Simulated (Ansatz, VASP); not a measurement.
Ag: VASP beside Ansatz

INCAR

```
SYSTEM = Ag
  PREC = Accurate
  ENCUT = 520
  EDIFF = 1E-6
  ISMEAR = -1
  SIGMA = 0.05
  LREAL = .FALSE.
  LASPH = .TRUE.
  NELM = 80
  ALGO = Normal
  ISIF = 2
  LWAVE = .FALSE.
  LCHARG = .FALSE.
  GGA = PS
  NBANDS = 18
```

File KPOINTS:

```
Automatic mesh
0
G
  15 15 8
  0 0 0
```

The input POSCAR:

```
Ag
1.0
    2.5166461286      0.0000000000      0.0000000000
   -1.2583230643      2.1794794797      0.0000000000
    0.0000000000      0.0000000000      4.1334165986
Ag
2
Direct
    0.3333333333      0.6666666667      0.2500000000
    0.6666666667      0.3333333333      0.7500000000
```

Input for Ansatz:

```yaml
crystal:
  lattice:
    - [2.5166461286, 0.0, 0.0]
    - [-1.2583230643, 2.1794794797, 0.0]
    - [0.0, 0.0, 4.1334165986]
  atoms:
    - { symbol: Ag, position: [0.3333333333, 0.6666666667, 0.25] }
    - { symbol: Ag, position: [0.6666666667, 0.3333333333, 0.75] }
kpoints:
  mp_grid: { grid: [15, 15, 8] }
scf:
  occupations: { method: fermi_dirac, width: 0.05 }
hamiltonian:
  xc: pbesol
  pseudopotentials: { kind: all_electron, lapw: { basis_error: 0.001 } }
output:
  forces: true
  stress: true
  eigenvalues: true
  populations: true
```

Change from the starting cell: volume scaled by 0.68, LAPW.

Alike in both runs: task single point; functional PBEsol; k mesh 15 × 15 × 8; occupations fermi-dirac, width 0.05 eV; no spin polarisation.

|  | VASP | Ansatz |
| --- | --- | --- |
| version | VASP 6.6.1 | Ansatz 0.2.0 |
| potentials or method | VASP PAW PBE potentials, release 64 (Ag), cutoff 520 eV | all-electron LAPW, scalar-relativistic |

|  | VASP | Ansatz | Ansatz less VASP |
| --- | --- | --- | --- |
| pressure (GPa) | 132.7 | 133.6 | +0.95 |

VASP's potentials were made for PBE, not for PBEsol. Both programs put the cell under a high pressure, so it lies far from rest at this level. Ansatz ran all-electron here, and VASP with PAW potentials.

Noted on VASP's run: the cell as given lies far from equilibrium.
